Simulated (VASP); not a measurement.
# C (a cell with a defect) in VASP: a series of runs

The runs below take C (a cell with a defect) through single point, with PBE.

Everything below comes from runs of VASP 6.6.1. Logs are shortened: lines on timing, memory, paths and dates and some standing lists are left out, and cuts for length are marked.

## Step 1: The cell of the first run

The cell holds a defect, 33 atoms: a = 6.186 Å, b = 6.186 Å, c = 6.186 Å, α = 109.47°, β = 109.47°, γ = 109.47°.

## Step 2: Single point, PBE

Input file INCAR:

```
SYSTEM = C
PREC     = Accurate       ! precision mode
ENCUT    = 520            ! plane-wave cutoff, eV
EDIFF    = 1E-6           ! SCF threshold, eV
ISMEAR   = -1             ! smearing method
SIGMA    = 0.01           ! smearing width, eV
LREAL    = Auto         
LASPH    = .True.         ! aspherical terms in the spheres
NELM     = 120            ! most SCF steps
ALGO     = Normal         ! electronic algorithm
ISIF     = 2              ! what is computed and relaxed
LWAVE    = .False.        ! write WAVECAR
LCHARG   = .True.         ! write CHGCAR
GGA      = PE             ! functional
LELF     = .True.         ! ELF
LVHAR    = .True.       
NBANDS   = 88             ! bands
GGA_COMPAT= .False.
```

Input file KPOINTS:

```
Automatic mesh
0
Gamma
  1 1 1
  0.25 0.25 0.25
```

Input file POSCAR:

```
C
1.0
   -3.5716218700      3.5716218700      3.5716218700
    3.5716218700     -3.5716218700      3.5716218700
    3.5716218700      3.5716218700     -3.5716218700
C
33
Direct
   -0.0127963801     -0.0363906469     -0.0205476502
   -0.0041816286      0.2554835979      0.7675848358
   -0.0058154061      0.5101218306      0.5110914505
   -0.0047241830      0.7582946767      0.2539308592
    0.2512555647      0.0054350223      0.7493442153
    0.2342501008      0.2729984769      0.5359441059
    0.2661573273      0.5518898746      0.2888987368
    0.2491335684      0.7483708903      0.0043104802
    0.5045631228      0.0220713236      0.5097684826
    0.5131267977      0.2425623415      0.2264515707
    0.5051404967      0.5089619583      0.0131619515
    0.5061909671      0.7672015081      0.7660504311
    0.7544784901      0.0066189564      0.2614511184
    0.7624032470      0.2600696698      0.0056060075
    0.7379889067      0.4934994394      0.7477883226
    0.7459068024      0.7572690700      0.5022375713
   -0.0050546872     -0.0033147028      0.7469400643
   -0.0101441210      0.2609800823      0.5243628634
    0.0005467221      0.5188288511      0.2635333957
   -0.0132832210      0.7307694783     -0.0089914330
    0.2466905846      0.0137353059      0.5025188761
    0.2501315730      0.1681460143      0.1679407875
    0.2536909728      0.5060674351      0.0171617991
    0.2501925811      0.7577905620      0.7577106839
    0.5054022431      0.0022874733      0.2518387650
    0.5136873925      0.2545776802     -0.0058549271
    0.4998704700      0.5133007271      0.7684615853
    0.5105127765      0.7848037114      0.5212145817
    0.7613345472      0.0094745480      0.0128722392
    0.7501951769      0.2577839688      0.7576891867
    0.7390278974      0.5018244353      0.4982251252
    0.7502013159      0.7577862114      0.2577049906
    0.2504362708      0.3475228179      0.3475719269
```

Potentials or basis: VASP PAW PBE potentials, release 64 (C).

Started as:

```sh
$ cat potpaw_PBE.64/C/POTCAR > POTCAR
$ mpirun -np 1 vasp_std > vasp.out
```

OUTCAR:

```text
SYSTEM = C
   PREC = Accurate
   ENCUT = 520
   EDIFF = 1E-6
   ISMEAR = -1
   LREAL = Auto
   LASPH = .True.
   NELM = 120
   ISIF = 2
   GGA = PE

 ion  position               nearest neighbor table
   1  0.987  0.964  0.979-  22 1.41  20 1.46  17 1.53  29 1.58
   2  0.996  0.255  0.768-  18 1.50  30 1.51  17 1.56  23 1.56
   3  0.994  0.510  0.511-  31 1.54  24 1.55  18 1.56  19 1.56
   4  0.995  0.758  0.254-  19 1.51  32 1.52  21 1.56  20 1.56
   5  0.251  0.005  0.749-  21 1.54  24 1.55  26 1.56  17 1.56
   6  0.234  0.273  0.536-  33 1.41  18 1.46  27 1.53  21 1.58
[... 13 lines left out ...]
  20  0.987  0.731  0.991-   1 1.46  15 1.50   4 1.56   8 1.56
  21  0.247  0.014  0.503-   5 1.54   4 1.56   9 1.56   6 1.58
  22  0.250  0.168  0.168-  33 1.28   1 1.41  10 1.41
  23  0.254  0.506  0.017-   8 1.54  11 1.56   2 1.56   7 1.58
  24  0.250  0.758  0.758-   5 1.55  12 1.55   8 1.55   3 1.55
  25  0.505  0.002  0.252-  13 1.51  10 1.53   9 1.56   8 1.56
  26  0.514  0.255  0.994-  10 1.46  14 1.50  11 1.56   5 1.56
  27  0.500  0.513  0.768-  11 1.51   6 1.53  15 1.56  12 1.56
  28  0.511  0.785  0.521-   7 1.46   9 1.50  16 1.56  12 1.56
  29  0.761  0.009  0.013-  12 1.54  13 1.56  14 1.56   1 1.58
  30  0.750  0.258  0.758-  15 1.51  14 1.51   9 1.51   2 1.51
  31  0.739  0.502  0.498-   3 1.54  16 1.56  15 1.56  10 1.58
  32  0.750  0.758  0.258-  16 1.52  11 1.52  13 1.52   4 1.52
  33  0.250  0.348  0.348-  22 1.28   6 1.41   7 1.41

  LATTYP: Found a body centered cubic cell.
 ALAT       =     7.1432437400

  Lattice vectors:

 A1 = (  -3.5716218700,   3.5716218700,   3.5716218700)
 A2 = (   3.5716218700,  -3.5716218700,   3.5716218700)
 A3 = (   3.5716218700,   3.5716218700,  -3.5716218700)

Analysis of symmetry for initial positions (statically):
=====================================================================
 Subroutine PRICEL returns:
 Original cell was already a primitive cell.

 Routine SETGRP: Setting up the symmetry group for a
 body centered cubic supercell.

 Subroutine GETGRP returns: Found  1 space group operations
 (whereof  1 operations were pure point group operations)
 out of a pool of 48 trial point group operations.

The static configuration has the point symmetry C_1 .

Analysis of symmetry for dynamics (positions and initial velocities):
=====================================================================
 Subroutine PRICEL returns:
[... 150 lines left out ...]
   NSW    =      0    number of steps for IOM
   IBRION =     -1    ionic relax: 0-MD 1-quasi-New 2-CG
   NFREE  =      0    steps in history (QN), initial steepest desc. (CG)
   ISIF   =      2    stress and relaxation
   ISYM   =      2    0-nonsym 1-usesym 2-fastsym
   POTIM  = 0.5000    time-step for ionic-motion
   TEBEG  =    0.0;   TEEND  =   0.0 temperature during run
   PSTRESS=    0.0 pullay stress
   NELECT =     132.0000    total number of electrons
   NUPDOWN=      -1.0000    fix difference up-down
   EMIN   =  10.00;   EMAX   =-10.00  energy-range for DOS
   EFERMI =   0.00;   METHOD = LEGACY
   ISMEAR =    -1;   SIGMA  =   0.01  broadening in eV -4-tet -1-fermi 0-gaus
   EFERMI_NEDOS =   21; number of points for ismear=-14 and -15
   IALGO  =     38    algorithm
   IMIX   =      4    mixing-type and parameters
     AMIX     =   0.40;   BMIX     =  1.00
     AMIX_MAG =   1.60;   BMIX_MAG =  1.00
  volume/ion in A,a.u.               =       5.52        37.27
  Fermi-wavevector in a.u.,A,eV,Ry     =   1.470214  2.778302 29.409406  2.161530
  Thomas-Fermi vector in A             =   2.585498
   LORBIT       =      0    0 simple, 1 ext, 2 COOP (PROOUT), +10 PAW based schemes
   GGA     = PE    functional components
   LHFCALC =     F    Hartree Fock is set to
   AEXX    =    0.0000 exact exchange contribution
   IVDW    =     0    specifies the selected vdW correction
   LEPSILON=     F    determine dielectric tensor
   LRPA    =     F    only Hartree local field effects (RPA)
 non-spin polarized calculation
  energy-cutoff  :      520.00
  volume of cell :      182.25
 maximum number of plane-waves:      4904
 NGX is ok and might be reduce to    48
   NGX = 23   NGY = 23   NGZ = 23

 number of electron     132.0000001 magnetization

 Free energy of the ion-electron system (eV)
  ---------------------------------------------------
  ext. energy  EPLUGINS =         0.00000000
  ---------------------------------------------------
  free energy    TOTEN  =      -287.28442944 eV

  energy without entropy =     -287.28442944  energy(sigma->0) =     -287.28442944

 E-fermi :  11.7752     XC(G=0): -13.3788

 val. band max:       11.5366360181   @ k =   0.2500   0.2500   0.2500
 cond. band min:      12.4055792988   @ k =   0.2500   0.2500   0.2500
 fundamental gap:      0.8689432807
 Fermi energy:        11.7751965908

 k-point     1 :       0.2500    0.2500    0.2500
  band No.  band energies     occupation
      1     -10.3118      2.00000
      2     -10.1027      2.00000
      3     -10.0337      2.00000
      4     -10.0046      2.00000
      5      -6.3158      2.00000
      6      -6.1932      2.00000
[... 70 lines left out ...]
     77      16.9884      0.00000
     78      17.0524      0.00000
 [bands above 78 left out]

------------------------ aborting loop because EDIFF is reached ----------------------------------------

  FORCE on cell =-STRESS in cart. coord.  units (eV):
  Direction    XX          YY          ZZ          XY          YZ          ZX
  --------------------------------------------------------------------------------------
  -------------------------------------------------------------------------------------
  Total       55.5879885      2.6940587     30.1870185      0.0379896     -0.0111401     -0.0064292
  in kB      488.6918871     23.6843365    265.3837891      0.3339789     -0.0979364     -0.0565210
  external PRESSURE =     259.2533376 kB  Pullay stress =       0.0000000 kB

 VOLUME and BASIS-vectors are now :
 -----------------------------------------------------------------------------
  energy-cutoff  :      520.00
  volume of cell :      182.25
      direct lattice vectors                 reciprocal lattice vectors
    -3.571621870  3.571621870  3.571621870     0.000000000  0.139992423  0.139992423
     3.571621870 -3.571621870  3.571621870     0.139992423  0.000000000  0.139992423
     3.571621870  3.571621870 -3.571621870     0.139992423  0.139992423  0.000000000

 POSITION                                       TOTAL-FORCE (eV/Angst)
 -----------------------------------------------------------------------------------
      3.41396      3.58250      3.46933         0.010673     -0.025329     -0.016687
      0.09733      5.38572      1.72765         0.005076      0.015998     -0.003491
      0.09654      3.55431      3.54739        -0.011261      0.000373      0.001670
      0.06054      1.75335      5.35615         0.003764     -0.000163      0.014190
      1.79840      3.55435     -1.75957         0.012191     -0.003101      0.002914
      2.05258      1.77580     -0.10249        -0.009516      0.032816     -0.017036
[... 25 lines left out ...]
      0.94752      0.89333      4.46554         0.002775     -0.000835      0.001515
      1.58815      0.89464      0.89429         0.057245     -0.014928      0.001560
 -----------------------------------------------------------------------------------
    total drift:                                0.009309      0.016914     -0.002268

  FREE ENERGIE OF THE ION-ELECTRON SYSTEM (eV)
  ---------------------------------------------------
  free  energy   TOTEN  =      -287.2844294396 eV

  energy  without entropy=     -287.2844294396  energy(sigma->0) =     -287.28442944
```

stdout:

```text
POSCAR found type information on POSCAR C
 POSCAR found :  1 types and      33 ions
 scaLAPACK will be used
 LDA part: xc-table for (Slater+PW92), standard interpolation
 POSCAR, INCAR and KPOINTS ok, starting setup
 FFT: planning ... GRIDC
 FFT: planning ... GRID_SOFT
 FFT: planning ... GRID
 WAVECAR not read
 entering main loop
```

Run time: 29 s. Hardware: 1 thread of Intel Xeon 6975P-C (Granite Rapids), shared host; peak memory 0.29 GiB.

Results:

| Item | Value |
| --- | --- |
| Free energy | -287.2844 eV |
| Pressure | 25.9 GPa |
| Largest force | 0.069 eV/Å |
| Band gap on the k mesh | 0.87 eV |

Forces on the atoms (eV/Å):
```
C    0.011 -0.025 -0.017
C    0.005  0.016 -0.003
C   -0.011  0.000  0.002
C    0.004  0.000  0.014
C    0.012 -0.003  0.003
C   -0.010  0.033 -0.017
C   -0.005 -0.028  0.021
C    0.010  0.001 -0.005
C    0.006 -0.016  0.001
C    0.004  0.030  0.012
C    0.002  0.002 -0.014
C   -0.012  0.000 -0.001
C    0.002  0.005  0.015
C   -0.003  0.021  0.006
C   -0.004 -0.022 -0.003
C   -0.001 -0.006 -0.016
C    0.007 -0.008  0.011
C    0.009 -0.020 -0.007
C   -0.006  0.002 -0.012
C   -0.004  0.022 -0.008
C   -0.005 -0.003  0.013
C   -0.068  0.008  0.001
C   -0.004  0.003 -0.008
C    0.001  0.000  0.000
C    0.004  0.004 -0.012
C   -0.003 -0.022  0.005
C   -0.007 -0.001  0.010
C    0.011  0.023  0.008
C   -0.005  0.011  0.007
C    0.003  0.001  0.001
C   -0.003 -0.010 -0.009
C    0.003 -0.001  0.002
C    0.057 -0.015  0.002
```

Stress tensor (GPa, compression positive):
```
48.87  0.03 -0.01
 0.03  2.37 -0.01
-0.01 -0.01 26.54
```

Levels at points of the mesh, in eV from the valence-band top:
```
           k point  band 64  band 65  band 66  band 67  band 68  band 69
(0.25, 0.25, 0.25)    -3.13    -3.11     0.00     0.87     3.80     3.93
```

Caveat: the k points lie up to 1.24 Å⁻¹ apart.

(Continued in part 2 of 2.)
